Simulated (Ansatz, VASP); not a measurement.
One calculation of CaMg, two programs

```xyz
2
Lattice="3.4160 0.0000 0.0000 0.0000 3.4160 0.0000 0.0000 0.0000 5.1845" Properties=species:S:1:pos:R:3 pbc="T T T"
Ca    0.0000    0.0000    0.0000
Mg    1.7080    1.7080    2.5922
```

Alike in both runs: task single point; functional LDA; k mesh 14 × 14 × 14; occupations gaussian, width 0.15 eV; no spin polarisation.

|  | VASP | Ansatz |
| --- | --- | --- |
| version | VASP 6.6.1 | Ansatz 0.2.0 |
| potentials or method | VASP PAW LDA potentials, release 64 (Ca_sv, Mg), cutoff 520 eV | scalar-relativistic, plane waves, PAW |
| valence electrons in the cell | 12 | 20 |

```tsv
	VASP	Ansatz	Ansatz less VASP
gap on the k mesh at the Fermi level (eV)	none	none	-
pressure (GPa)	-1.4	-1.2	+0.21
traceless stress, the component that is largest in VASP (GPa)	-2.01	-1.92	+0.085
```

LDA's correlation is that of Perdew and Zunger in VASP and of Perdew and Wang (1992) in Ansatz. A gap of «none» marks a metal or a gap that the smearing closes. VASP's potentials hold 12 valence electrons a cell and Ansatz's 20, so a difference there can come from the potentials and not from the codes.
